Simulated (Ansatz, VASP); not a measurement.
# Two plane-wave programs on LaNb2O2

Contents of INCAR:

```
SYSTEM = LaNb2O2
ALGO = Normal
EDIFF = 1E-7
ENCUT = 520
GGA = PE
ISIF = 2
ISMEAR = 0
LASPH = .TRUE.
LCHARG = .FALSE.
LREAL = .FALSE.
LWAVE = .FALSE.
NBANDS = 32
NELM = 60
PREC = Accurate
SIGMA = 0.1
```

KPOINTS

```
k-points
0
G
  4 4 4
  0 0 0
```

Contents of POSCAR:

```
LaNb2O2
1.0
    3.8759638400      0.0000000000      0.0000000000
    0.0000000000      4.0789026200      0.0000000000
    0.0000000000      0.0000000000      4.9759221000
La Nb O
1 2 2
Direct
    0.0000000000      0.5000000000      0.0000000000
    0.5000000000      0.5000000000      0.7747877600
    0.5000000000      0.5000000000      0.2252122400
    0.5000000000      0.5000000000      0.5000000000
    0.0000000000      0.0000000000      0.5000000000
```

Input for Ansatz:

```yaml
crystal:
  lattice:
    - [3.87596384, 0.0, 0.0]
    - [0.0, 4.07890262, 0.0]
    - [0.0, 0.0, 4.9759221]
  atoms:
    - { symbol: La, position: [0.0, 0.5, 0.0] }
    - { symbol: Nb, position: [0.5, 0.5, 0.77478776] }
    - { symbol: Nb, position: [0.5, 0.5, 0.22521224] }
    - { symbol: O, position: [0.5, 0.5, 0.5] }
    - { symbol: O, position: [0.0, 0.0, 0.5] }
basis:
  ecutwfc: 420
kpoints:
  mp_grid: { grid: [4, 4, 4] }
hamiltonian:
  xc: pbe
scf:
  occupations: { method: gaussian, width: 0.1 }
  lower_state_search: "off"
output:
  forces: true
  stress: true
  eigenvalues: true
```

Alike in both runs: task single point; functional PBE; k mesh 4 × 4 × 4; occupations gaussian, width 0.1 eV; no spin polarisation.

```csv
,VASP,Ansatz
version,VASP 6.6.1,Ansatz 0.2.0
potentials or method,"VASP PAW PBE potentials, release 64 (La, Nb_sv, O), cutoff 520 eV","scalar-relativistic, plane waves, PAW"
valence electrons in the cell,49,49
```

VASP gave:

```
gap on the k mesh at the Fermi level (eV) : none
rms of the force components (eV/Å)        : 13.262
```

Problem. Which values does Ansatz return?

Solution. gap on the k mesh at the Fermi level (eV): none; rms of the force components (eV/Å): 13.573.

Atom by atom the forces differ by 0.311 eV/Å (rms over components). A gap of «none» marks a metal or a gap that the smearing closes.

The k mesh is coarse, so the values compare programs but aren't converged. Spin-orbit coupling is off throughout.
